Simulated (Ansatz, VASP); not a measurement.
## One calculation of Sn2O5, two programs

```
CELL_PARAMETERS angstrom
4.76897 0.00000 0.00000
0.00000 5.74982 0.00000
0.00000 0.00000 26.68872
ATOMIC_POSITIONS crystal
O 0.69372 0.21069 0.28102
O 0.80628 0.71069 0.28102
O 0.19372 0.97723 0.31969
O 0.30628 0.47723 0.31969
O 0.69372 0.89862 0.38084
O 0.80628 0.39862 0.38084
O 0.19372 0.66515 0.41952
O 0.30628 0.16515 0.41952
O 0.69372 0.58654 0.48066
O 0.80628 0.08654 0.48066
O 0.19372 0.35308 0.51934
O 0.30628 0.85308 0.51934
O 0.69372 0.27447 0.58048
O 0.80628 0.77447 0.58048
O 0.19372 0.04100 0.61916
O 0.30628 0.54100 0.61916
O 0.69372 0.96239 0.68031
O 0.80628 0.46239 0.68031
O 0.19372 0.72892 0.71898
O 0.30628 0.22892 0.71898
Sn 0.00000 0.68792 0.35027
Sn 0.50000 0.18792 0.35027
Sn 0.00000 0.37585 0.45009
Sn 0.50000 0.87585 0.45009
Sn 0.00000 0.06377 0.54991
Sn 0.50000 0.56377 0.54991
Sn 0.00000 0.75169 0.64973
Sn 0.50000 0.25169 0.64973
```

Alike in both runs: task single point; functional PBEsol; k mesh 6 × 5 × 1; occupations gaussian, width 0.05 eV; no spin polarisation.

|  | VASP | Ansatz |
| --- | --- | --- |
| version | VASP 6.6.1 | Ansatz 0.2.0 |
| potentials or method | VASP PAW PBE potentials, release 64 (O, Sn_d), cutoff 520 eV | scalar-relativistic, plane waves, PAW |
| valence electrons in the cell | 232 | 232 |

```tsv
	VASP	Ansatz	Ansatz less VASP
gap on the k mesh at the Fermi level (eV)	none	none	-
rms of the force components (eV/Å)	0.344	0.351	+0.0078
```

VASP's potentials were made for PBE, not for PBEsol. A gap of «none» marks a metal or a gap that the smearing closes.
